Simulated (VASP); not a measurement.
Write the native input for VASP 6.6.1 that does the following.

```
Task                   : single point
Functional             : LDA
Potentials or basis    : VASP PAW LDA potentials, release 64 (Ir)
Cutoff                 : 520 eV
k mesh                 : 18 × 18 × 10
Occupations            : gaussian, width 0.15 eV
Spin                   : no spin polarisation
Dipole correction      : no
Further INCAR settings : ALGO = Normal; EDIFF = 1e-06; NBANDS = 16
```

The structure of Ir lies in POSCAR:

```
Ir
1.0
    2.6421000000      0.0000000000      0.0000000000
   -1.3210500000      2.2881257193      0.0000000000
    0.0000000000      0.0000000000      4.2400000000
Ir
2
Direct
    0.6666666667      0.3333333333      0.7500000000
    0.3333333333      0.6666666667      0.2500000000
```

This isn't the form of Ir at room conditions, which is fcc.

These files were run (other wordings do the same):

INCAR

```
PREC = Accurate
ENCUT = 520
EDIFF = 1E-6
ISMEAR = 0
SIGMA = 0.15
LREAL = False
LASPH = True
NELM = 60
ALGO = Normal
ISIF = 2
LWAVE = False
LCHARG = True
GGA = CA
LELF = True
LVHAR = True
NBANDS = 16
```

KPOINTS

```
regular mesh
0
Gamma
  18 18 10
```

Potentials or basis: VASP PAW LDA potentials, release 64 (Ir).

Run with:

```console
$ cat potpaw_LDA.64/Ir/POTCAR > POTCAR
$ mpirun -np 1 vasp_std > vasp.out
```

It gave:

- Pressure: 43.9 GPa
- Band gap on the k mesh: zero (bands 9 and 10 overlap by 4.02 eV)

Caveat: the cell stands under pressure; spin-orbit coupling is left out, which moves the levels of the heavy elements.

It took 38 s on 1 thread of Intel(R) Xeon(R) Platinum 8488C (Sapphire Rapids), with other jobs on the host, peak memory 0.19 GiB.
